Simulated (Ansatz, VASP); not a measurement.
# Fe: VASP beside Ansatz

```
Fe
1.0
     3.67788    0.00000    0.00000
    -1.83894    3.18513    0.00000
     0.00000    0.00000    4.19471
Fe
4
Direct
  0.00000 0.00000 0.25000
  0.00000 0.00000 0.75000
  0.33333 0.66667 0.75000
  0.66667 0.33333 0.25000
```

Alike in both runs: functional r2SCAN; k mesh 6 × 6 × 4; occupations gaussian, width 0.1 eV; no spin polarisation.

Ansatz relaxed the structure, and its values are those at the end. VASP's run is a single point on that final structure, the one shown.

|  | VASP | Ansatz |
| --- | --- | --- |
| version | VASP 6.6.1 | Ansatz 0.2.0 |
| potentials or method | VASP PAW PBE potentials, release 64 (Fe), cutoff 520 eV | scalar-relativistic, plane waves, PAW |
| valence electrons in the cell | 32 | 64 |

Ansatz gave:

| Quantity | Value |
| --- | --- |
| gap on the k mesh at the Fermi level (eV) | none |
| pressure (GPa) | 0.0 |

Task: Estimate VASP's values.

Result: gap on the k mesh at the Fermi level (eV): none; pressure (GPa): -0.4.

VASP's potentials were made for PBE, not for r2SCAN. A gap of «none» marks a metal or a gap that the smearing closes. With one functional, cell and mesh, what is left measures potentials, basis and numerics. VASP's potentials hold 32 valence electrons a cell and Ansatz's 64, so a difference there can come from the potentials and not from the codes.

The k mesh is coarse, so the values compare programs but aren't converged.
